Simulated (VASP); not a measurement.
# V (Im-3m) in VASP: a series of runs

V is run at these levels: PBE; tasks: relaxation of cell and atoms, single point.

Everything below comes from runs of VASP 6.6.1. Logs are shortened: lines on timing, memory, paths and dates and some standing lists are left out, and cuts for length are marked.

## 1. The cell of the first run

Symmetry: Im-3m, No. 229, cubic system. The conventional cell has a = 2.982 Å, b = 2.982 Å, c = 2.982 Å, α = 90.00°, β = 90.00°, γ = 90.00°. Within 3.4 Å of V (site symmetry m-3m) lie 14 V at 2.58 to 2.98 Å.

## 2. Relaxation of cell and atoms, PBE

Contents of INCAR:

```
PREC     = Accurate       # precision mode
ENCUT    = 600            # plane-wave cutoff, eV
EDIFF    = 1E-6           # SCF threshold, eV
ISMEAR   = 0              # smearing method
SIGMA    = 0.1            # smearing width, eV
LREAL    = F              # projectors in reciprocal space
LASPH    = T              # aspherical terms in the spheres
NELM     = 80             # most SCF steps
ALGO     = Fast           # electronic algorithm
ISIF     = 3              # what is computed and relaxed
LWAVE    = F              # write WAVECAR
LCHARG   = F              # write CHGCAR
GGA      = PE             # functional
IBRION   = 2              # ionic algorithm
NSW      = 100            # ionic steps
EDIFFG   = -0.005         # ionic threshold
```

Contents of KPOINTS:

```
regular mesh
0
Gamma
  20 20 20
```

Contents of POSCAR:

```
V
1.0
   -1.4911995900      1.4911995900      1.4911995900
    1.4911995900     -1.4911995900      1.4911995900
    1.4911995900      1.4911995900     -1.4911995900
V
1
Direct
    0.0000000000      0.0000000000      0.0000000000
```

Potentials or basis: VASP PAW PBE potentials, release 64 (V_sv).

Run with:

```console
> cat potpaw_PBE.64/V_sv/POTCAR > POTCAR
> mpirun -np 1 vasp_std > vasp.out
```

OUTCAR:

```text
PREC = Accurate
   ENCUT = 600
   EDIFF = 1E-6
   ISMEAR = 0
   LREAL = F
   LASPH = T
   NELM = 80
   ISIF = 3
   GGA = PE
   IBRION = 2
   NSW = 100
   EDIFFG = -0.005

 ion  position               nearest neighbor table
   1  0.000  0.000  0.000-

  LATTYP: Found a body centered cubic cell.
 ALAT       =     2.9823991800

  Lattice vectors:

 A1 = (  -1.4911995900,   1.4911995900,   1.4911995900)
 A2 = (   1.4911995900,  -1.4911995900,   1.4911995900)
 A3 = (   1.4911995900,   1.4911995900,  -1.4911995900)

Analysis of symmetry for initial positions (statically):
=====================================================================
 Subroutine PRICEL returns:
 Original cell was already a primitive cell.

 Routine SETGRP: Setting up the symmetry group for a
 body centered cubic supercell.

 Subroutine GETGRP returns: Found 48 space group operations
 (whereof 48 operations were pure point group operations)
 out of a pool of 48 trial point group operations.

The static configuration has the point symmetry O_h .

Analysis of symmetry for dynamics (positions and initial velocities):
=====================================================================
 Subroutine PRICEL returns:
 Original cell was already a primitive cell.

 Routine SETGRP: Setting up the symmetry group for a
 body centered cubic supercell.

 Subroutine GETGRP returns: Found 48 space group operations
 (whereof 48 operations were pure point group operations)
 out of a pool of 48 trial point group operations.

The dynamic configuration has the point symmetry O_h .

 Subroutine INISYM returns: Found 48 space group operations
 (whereof 48 operations are pure point group operations),
 and found     1 'primitive' translations

----------------------------------------------------------------------------------------

                                     Primitive cell

  volume of cell :      13.2638

  direct lattice vectors                    reciprocal lattice vectors
    -1.491199590  1.491199590  1.491199590     0.000000000  0.335300521  0.335300521
     1.491199590 -1.491199590  1.491199590     0.335300521  0.000000000  0.335300521
     1.491199590  1.491199590 -1.491199590     0.335300521  0.335300521  0.000000000

  length of vectors
     2.582833454  2.582833454  2.582833454     0.474186545  0.474186545  0.474186545

  position of ions in fractional coordinates (direct lattice)
     0.000000000  0.000000000  0.000000000

  ion indices of the primitive-cell ions
   primitive index   ion index
                 1           1

----------------------------------------------------------------------------------------

 KPOINTS: regular mesh

Automatic generation of k-mesh.
 Grid dimensions read from file:
 generate k-points for:   20   20   20

 Generating k-lattice:

  Cartesian coordinates                     Fractional coordinates (reciprocal lattice)
     0.000000000  0.016765026  0.016765026     0.050000000  0.000000000  0.000000000
     0.016765026  0.000000000  0.016765026     0.000000000  0.050000000  0.000000000
     0.016765026  0.016765026  0.000000000     0.000000000  0.000000000  0.050000000

  Length of vectors
     0.023709327  0.023709327  0.023709327

  Shift w.r.t. Gamma in fractional coordinates (k-lattice)
     0.000000000  0.000000000  0.000000000

 Subroutine IBZKPT returns following result:
 ===========================================

 Found    256 irreducible k-points:

 Following reciprocal coordinates:
            Coordinates               Weight
  0.000000  0.000000  0.000000      1.000000
  0.050000  0.000000  0.000000     12.000000
  0.100000  0.000000  0.000000     12.000000
  0.150000  0.000000  0.000000     12.000000
  0.200000  0.000000  0.000000     12.000000
  0.250000  0.000000  0.000000     12.000000
[... 16 lines left out ...]
  0.200000  0.100000  0.000000     48.000000
  0.250000  0.100000  0.000000     48.000000
 [... further k-points ...]
   k-points           NKPTS =    256   k-points in BZ     NKDIM =    256   number of bands    NBANDS=     10
   number of dos      NEDOS =    301   number of ions     NIONS =      1
   total plane-waves  NPLWV =  13824
   dimension x,y,z NGX =    24 NGY =   24 NGZ =   24
   dimension x,y,z NGXF=    48 NGYF=   48 NGZF=   48
   ions per type =               1
   NGX,Y,Z   is equivalent  to a cutoff of  15.45, 15.45, 15.45 a.u.
   NGXF,Y,Z  is equivalent  to a cutoff of  30.90, 30.90, 30.90 a.u.
 SYSTEM =  unknown system
   PREC   = accura    normal or accurate (medium, high low for compatibility)
   ISTART =      0    job   : 0-new  1-cont  2-samecut
   ICHARG =      2    charge: 1-file 2-atom 10-const
   ISPIN  =      1    spin polarized calculation?
   LNONCOLLINEAR =      F non collinear calculations
   LSORBIT =      F    spin-orbit coupling
   LASPH  =      T    aspherical Exc in radial PAW
   ENCUT  =  600.0 eV  44.10 Ry    6.64 a.u.   5.16  5.16  5.16*2*pi/ulx,y,z
   NELM   =     80;   NELMIN=  2; NELMDL= -5     # of ELM steps
   EDIFF  = 0.1E-05   stopping-criterion for ELM
   LREAL  =      F    real-space projection
   EDIFFG = -.5E-02   stopping-criterion for IOM
   NSW    =    100    number of steps for IOM
   IBRION =      2    ionic relax: 0-MD 1-quasi-New 2-CG
   NFREE  =      1    steps in history (QN), initial steepest desc. (CG)
   ISIF   =      3    stress and relaxation
   ISYM   =      2    0-nonsym 1-usesym 2-fastsym
   POTIM  = 0.5000    time-step for ionic-motion
   TEBEG  =    0.0;   TEEND  =   0.0 temperature during run
   PSTRESS=    0.0 pullay stress
   NELECT =      13.0000    total number of electrons
   NUPDOWN=      -1.0000    fix difference up-down
   EMIN   =  10.00;   EMAX   =-10.00  energy-range for DOS
   EFERMI =   0.00;   METHOD = LEGACY
   ISMEAR =     0;   SIGMA  =   0.10  broadening in eV -4-tet -1-fermi 0-gaus
   EFERMI_NEDOS =   21; number of points for ismear=-14 and -15
   IALGO  =     68    algorithm
   IMIX   =      4    mixing-type and parameters
     AMIX     =   0.40;   BMIX     =  1.00
     AMIX_MAG =   1.60;   BMIX_MAG =  1.00
  volume/ion in A,a.u.               =      13.26        89.51
  Fermi-wavevector in a.u.,A,eV,Ry     =   1.626173  3.073022 35.979788  2.644440
  Thomas-Fermi vector in A             =   2.719176
   LORBIT       =      0    0 simple, 1 ext, 2 COOP (PROOUT), +10 PAW based schemes
   GGA     = PE    functional components
   LHFCALC =     F    Hartree Fock is set to
   AEXX    =    0.0000 exact exchange contribution
   IVDW    =     0    specifies the selected vdW correction
   LEPSILON=     F    determine dielectric tensor
   LRPA    =     F    only Hartree local field effects (RPA)
 conjugate gradient relaxation of ions
 non-spin polarized calculation
 RMM-DIIS sequential band-by-band and
 Gauss-broadening in eV      SIGMA  =   0.10
  energy-cutoff  :      600.00
  volume of cell :       13.26
 maximum number of plane-waves:       466
 NGX is ok and might be reduce to    24
   NGX = 11   NGY = 11   NGZ = 11

--------------------------------------- Ionic step        1  -------------------------------------------

 number of electron      12.9999997 magnetization

 Free energy of the ion-electron system (eV)
  ---------------------------------------------------
  ext. energy  EPLUGINS =         0.00000000
  ---------------------------------------------------
  free energy    TOTEN  =        -8.99468376 eV

  energy without entropy =       -8.98603177  energy(sigma->0) =       -8.99035776

------------------------ aborting loop because EDIFF is reached ----------------------------------------

  FORCE on cell =-STRESS in cart. coord.  units (eV):
  Direction    XX          YY          ZZ          XY          YZ          ZX
  --------------------------------------------------------------------------------------
  -------------------------------------------------------------------------------------
  Total        0.2502156      0.2502156      0.2502156      0.0000000      0.0000000     -0.0000000
  in kB       30.2243931     30.2243931     30.2243931      0.0000000      0.0000000     -0.0000000
  external PRESSURE =      30.2243931 kB  Pullay stress =       0.0000000 kB
[... 55 lines left out ...]
  energy  without entropy=       -8.9845010517  energy(sigma->0) =       -8.98898187

--------------------------------------- Ionic step        3  -------------------------------------------

 number of electron      12.9999999 magnetization

 Free energy of the ion-electron system (eV)
  ---------------------------------------------------
  ext. energy  EPLUGINS =         0.00000000
  ---------------------------------------------------
  free energy    TOTEN  =        -8.99658765 eV

  energy without entropy =       -8.98780563  energy(sigma->0) =       -8.99219664

 E-fermi :   9.6971     XC(G=0): -12.9024

 val. band max:        9.6961277648   @ k =  -0.3000   0.3000   0.1500
 cond. band min:       9.6999790450   @ k =   0.1000   0.0500   0.0500
 fundamental gap:      0.0038512802
 Fermi energy:         9.6970564301

 k-point     1 :       0.0000    0.0000    0.0000
  band No.  band energies     occupation
      1     -54.0232      2.00000
      2     -27.3246      2.00000
      3     -27.3246      2.00000
      4     -27.3246      2.00000
      5       3.1154      2.00000
      6      10.1102      0.00000
      7      10.1102      0.00000
      8      10.1102      0.00000
      9      12.1182      0.00000
     10      12.1182      0.00000
[... 287 lines left out ...]
 k-point    24 :       0.2500    0.1000    0.0000
  band No.  band energies     occupation
      1     -53.8868      2.00000
      2     -27.9297      2.00000
      3     -27.5191      2.00000
      4     -27.3591      2.00000
      5       6.1239      2.00000
      6       9.0490      2.00000
      7       9.4234      1.99989
      8      11.7427      0.00000
      9      12.4039      0.00000
     10      12.6642      0.00000

 [... further k-points ...]
[... 5 lines left out ...]
  --------------------------------------------------------------------------------------
  -------------------------------------------------------------------------------------
  Total        0.0012491      0.0012491      0.0012491      0.0000000      0.0000000      0.0000000
  in kB        0.1485095      0.1485095      0.1485095      0.0000000      0.0000000      0.0000000
  external PRESSURE =       0.1485095 kB  Pullay stress =       0.0000000 kB
[... 16 lines left out ...]
  FREE ENERGIE OF THE ION-ELECTRON SYSTEM (eV)
  ---------------------------------------------------
  free  energy   TOTEN  =        -8.9965876496 eV

  energy  without entropy=       -8.9878056341  energy(sigma->0) =       -8.99219664

 reached required accuracy - stopping structural energy minimisation
```

Wall time 68 s (1 thread of AMD EPYC 9R14 (Zen 4), shared host); peak memory 0.14 GiB.

What came out:

```
Free energy                            : -8.9966 eV
Relaxed volume                         : 13.48 Å³/atom
Relaxed cell                           : a = 2.597 Å, b = 2.597 Å, c = 2.597 Å, α = 109.47°, β = 109.47°, γ = 109.47°
Space group after relaxing (to 0.05 Å) : Im-3m (No. 229)
Energy gained by relaxing              : 1.9 meV/atom
Ionic steps                            : 3
Pressure after relaxing                : 0.0 GPa
```

Step by step:
```csv
step,energy change (eV),largest force (eV/Å),pressure (GPa),volume (Å³)
1,0.0000,0.0000,3.02,13.26
2,0.0012,0.0000,-3.69,13.75
3,-0.0019,0.0000,0.01,13.48
```

Final structure:
```
V
1.0
    -1.49912    1.49912    1.49912
     1.49912   -1.49912    1.49912
     1.49912    1.49912   -1.49912
V
1
Direct
  0.00000 0.00000 0.00000
```

Levels at points of the mesh, in eV from the Fermi level:
```tsv
k point	band 4	band 5	band 6	band 7	band 8	band 9	band 10
(0.00, 0.00, 0.00)	-37.02	-6.58	0.41	0.41	0.41	2.42	2.42
(0.50, 0.00, 0.00)	-37.03	-3.17	-1.12	1.64	2.42	2.78	4.11
(0.50, 0.50, 0.50)	-37.63	-2.99	-2.99	3.72	3.72	3.72	10.20
```

(Part 1 of 2 ends here.)
